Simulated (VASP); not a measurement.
A run of VASP 6.6.1 is set up as follows.

File INCAR:

```
PREC = Accurate
ENCUT = 500
EDIFF = 1E-6
ISMEAR = -1
SIGMA = 0.05
LREAL = Auto
LASPH = True
NELM = 120
ALGO = Normal
ISIF = 2
LWAVE = False
LCHARG = False
GGA = PS
ISYM = -1
NBANDS = 326
GGA_COMPAT = False
```

The input KPOINTS:

```
explicit points
1
Reciprocal
  0.25000000   0.25000000   0.25000000 1
```

Contents of POSCAR:

```
In7GaP8
1.0
   11.6454347745      0.0000000000      0.0000000000
    0.0000000000     11.6454347745      0.0000000000
    0.0000000000      0.0000000000     11.6454347745
In Ga P
28 4 32
Direct
    0.0002640000      0.0028230000      0.9978880000
    0.0005670000      0.4971750000      0.9977300000
    0.5008900000      0.0025040000      0.0031130000
    0.5003510000      0.0024790000      0.4980040000
    0.5003800000      0.4976430000      0.0029280000
    0.5007070000      0.4975560000      0.4978730000
    0.2500860000      0.2505830000      0.9999320000
    0.2458870000      0.2500650000      0.5004680000
    0.2502120000      0.7495100000      0.0004840000
    0.2454350000      0.7504570000      0.5009360000
    0.7507940000      0.2503100000      0.0003990000
    0.7543680000      0.2504960000      0.5004020000
    0.7510250000      0.7507790000      0.0007650000
    0.7552290000      0.7494780000      0.5010570000
    0.2502000000      0.0028530000      0.2534840000
    0.2456450000      0.0023590000      0.7477890000
    0.2502940000      0.4980470000      0.2529600000
    0.2453830000      0.4973510000      0.7478890000
    0.7507260000      0.0028060000      0.2529790000
    0.7551010000      0.0028360000      0.7485350000
    0.7506860000      0.4975030000      0.2532240000
    0.7551420000      0.4980200000      0.7480390000
    0.0009860000      0.2498690000      0.2553390000
    0.0008610000      0.7501500000      0.2554190000
    0.0006580000      0.7499450000      0.7454520000
    0.5003060000      0.2500230000      0.7504840000
    0.5003960000      0.7502520000      0.2507330000
    0.5003010000      0.7501950000      0.7504460000
    0.9997980000      0.0022980000      0.5023890000
    0.0000020000      0.4969830000      0.5022210000
    0.0001010000      0.2494380000      0.7446300000
    0.4998000000      0.2497810000      0.2502430000
    0.1248120000      0.1262330000      0.1263380000
    0.1122830000      0.1248350000      0.6232940000
    0.1249540000      0.6233630000      0.1257620000
    0.1174940000      0.6171300000      0.6175490000
    0.6206470000      0.1321570000      0.1325130000
    0.6263320000      0.1260610000      0.6247250000
    0.6266080000      0.6244510000      0.1266190000
    0.6267570000      0.6236030000      0.6241590000
    0.3798250000      0.3681260000      0.1323970000
    0.3742310000      0.3737160000      0.6245810000
    0.3738360000      0.8755370000      0.1266030000
    0.3734760000      0.8761540000      0.6239780000
    0.8761460000      0.3735660000      0.1267460000
    0.8877720000      0.3745710000      0.6240860000
    0.8755350000      0.8764970000      0.1261560000
    0.8823620000      0.8821310000      0.6185380000
    0.3799860000      0.1335850000      0.3701580000
    0.3740890000      0.1241770000      0.8742540000
    0.3740000000      0.6262420000      0.3761640000
    0.3733230000      0.6216890000      0.8745660000
    0.8821560000      0.1186000000      0.3826680000
    0.8817140000      0.1339240000      0.8678830000
    0.8816820000      0.6156360000      0.3831590000
    0.8760210000      0.6261650000      0.8740730000
    0.1185650000      0.3818280000      0.3824480000
    0.1181810000      0.3655400000      0.8670380000
    0.1190550000      0.8846140000      0.3835270000
    0.1245240000      0.8737130000      0.8739410000
    0.6199490000      0.3658920000      0.3692140000
    0.6263680000      0.3754460000      0.8740710000
    0.6267320000      0.8736880000      0.3759830000
    0.6270890000      0.8777810000      0.8748530000
```

Potentials or basis: VASP PAW PBE potentials, release 64 (In_d, Ga_d, P).

The run is started by

```console
$ cat potpaw_PBE.64/In_d/POTCAR potpaw_PBE.64/Ga_d/POTCAR potpaw_PBE.64/P/POTCAR > POTCAR
$ mpirun -np 1 vasp_std > vasp.out
```

Question: Estimate the pressure.

Answer: 0.0 GPa.

Question: What does it give for the largest force?

Answer: 0.017 eV/Å.

Question: What does it give for the band gap on the k mesh?

Answer: 1.60 eV.

Forces in eV/Å, atoms in the order of the input:
```
In  -0.006 -0.005  0.004
In  -0.006  0.003  0.005
In  -0.003 -0.008 -0.001
In   0.002 -0.002  0.001
In   0.000  0.007 -0.002
In  -0.003 -0.003 -0.002
In   0.004 -0.005  0.006
In   0.000 -0.002 -0.005
In   0.000  0.001  0.007
In   0.002 -0.006 -0.009
In  -0.007  0.004  0.007
In  -0.002 -0.010 -0.002
In   0.001  0.003  0.011
In  -0.005  0.006 -0.009
In   0.009 -0.005 -0.002
In   0.002 -0.004 -0.006
In   0.000  0.003 -0.002
In   0.007  0.009  0.003
In  -0.002 -0.006 -0.002
In  -0.006 -0.012 -0.002
In  -0.008  0.007 -0.002
In  -0.007  0.005 -0.006
In  -0.014  0.005  0.000
In  -0.008  0.000 -0.003
In  -0.009 -0.004 -0.008
In   0.005 -0.005 -0.004
In   0.005 -0.001  0.000
In   0.002 -0.002 -0.003
Ga  -0.005 -0.004 -0.010
Ga   0.000  0.002 -0.008
Ga  -0.007 -0.003 -0.001
Ga   0.000 -0.005  0.001
P    0.002  0.004 -0.003
P    0.001  0.000  0.011
P    0.004 -0.001  0.000
P   -0.004  0.000  0.001
P    0.003  0.001  0.002
P    0.000  0.009  0.003
P    0.005  0.000  0.001
P    0.002  0.000  0.007
P   -0.001  0.001  0.001
P   -0.003  0.000  0.002
P   -0.004  0.002  0.003
P   -0.006  0.003  0.007
P    0.009 -0.004  0.001
P    0.011  0.000  0.008
P    0.005  0.002  0.000
P    0.008  0.007  0.000
P    0.005  0.008 -0.005
P   -0.006  0.008  0.000
P   -0.006  0.002  0.000
P   -0.006 -0.005 -0.008
P    0.011  0.003  0.004
P    0.008  0.007 -0.001
P    0.010 -0.009  0.011
P    0.003  0.000  0.000
P    0.000  0.000  0.003
P   -0.004 -0.003 -0.005
P   -0.005  0.003  0.006
P    0.003 -0.001  0.001
P   -0.001  0.002 -0.005
P    0.007 -0.006  0.001
P    0.006  0.000  0.001
P    0.002  0.005 -0.004
```

Caveat: the PAW data sets were made with another functional, which shifts forces and pressure a little; spin-orbit coupling is left out, which moves the levels of the heavy elements; a shifted mesh leaves out Γ, where band edges can lie. A k mesh can miss the band edges.
